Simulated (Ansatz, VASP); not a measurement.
KZnF3 in VASP and in Ansatz

POSCAR

```
KZnF3
1.0
    3.9377307156      0.0000000000      0.0000000000
    0.0000000000      3.9377307156      0.0000000000
    0.0000000000      0.0000000000      4.0461680185
K Zn F
1 1 3
Direct
    0.0000000000      0.0000000000      0.0000000000
    0.5000000000      0.5000000000      0.5000000000
    0.5000000000      0.5000000000      0.0000000000
    0.0000000000      0.5000000000      0.5000000000
    0.5000000000      0.0000000000      0.5000000000
```

File INCAR.step1:

```
SYSTEM = KZnF3
PREC = Accurate
ENCUT = 520
EDIFF = 1E-5
ISMEAR = 0
SIGMA = 0.01
LREAL = .False.
LASPH = .True.
NELM = 120
ALGO = Normal
ISIF = 2
LWAVE = .True.
LCHARG = .False.
GGA = PE
NBANDS = 29
GGA_COMPAT = .False.
KPAR = 4
```

INCAR.step2

```
SYSTEM = KZnF3
PREC = Accurate
ENCUT = 520
EDIFF = 1E-6
ISMEAR = 0
SIGMA = 0.01
LREAL = .False.
LASPH = .True.
NELM = 120
ALGO = Normal
ISIF = 2
LWAVE = .False.
LCHARG = .False.
GGA = PE
LHFCALC = .True.
HFSCREEN = 0.2079
PRECFOCK = Normal
ISTART = 1
NBANDS = 29
GGA_COMPAT = .False.
KPAR = 4
```

KPOINTS

```
regular mesh
0
Gamma
  4 4 4
  0 0 0
```

Input for Ansatz:

```yaml
crystal:
  lattice:
    - [3.9377307156, 0.0, 0.0]
    - [0.0, 3.9377307156, 0.0]
    - [0.0, 0.0, 4.0461680185]
  atoms:
    - { symbol: K, position: [0.0, 0.0, 0.0] }
    - { symbol: Zn, position: [0.5, 0.5, 0.5] }
    - { symbol: F, position: [0.5, 0.5, 0.0] }
    - { symbol: F, position: [0.0, 0.5, 0.5] }
    - { symbol: F, position: [0.5, 0.0, 0.5] }
kpoints:
  mp_grid: { grid: [4, 4, 4] }
  band_path:
    path: [[0.0, 0.0, 0.0], [0.0, 0.5, 0.0], [0.5, 0.5, 0.0], [0.5, 0.5, 0.5]]
    npoints: 1
hamiltonian:
  xc: hse06
scf:
  occupations: { method: fixed }
  n_extra_bands: 5
output:
  forces: true
  stress: true
  eigenvalues: true
  write_density: true
  write_potential: true
  elf: true
  volumetric_format: npy
```

Change from the starting cell: biaxial_xy strain -2.7%.

Alike in both runs: task single point; functional HSE06; k mesh 4 × 4 × 4; no spin polarisation.

```csv
,VASP,Ansatz
version,VASP 6.6.1,Ansatz 0.2.0
potentials or method,"VASP PAW PBE potentials, release 64 (K_sv, Zn, F)","plane waves, PAW"
plane-wave cutoff (eV),520,420
occupations,"gaussian, width 0.01 eV",fixed
valence electrons in the cell,42,42
```

Ansatz gave:

* gap on the k mesh at the Fermi level (eV): 6.46
* pressure (GPa): 7.4
* traceless stress, the component that is largest in VASP (GPa): -2.06

**Question.** What did VASP give for the same quantities?

**Answer.** gap on the k mesh at the Fermi level (eV): 6.33; pressure (GPa): 8.2; traceless stress, the component that is largest in VASP (GPa): -2.20.

Ansatz's warnings: stress exchange threshold loose, stress scf threshold loose.
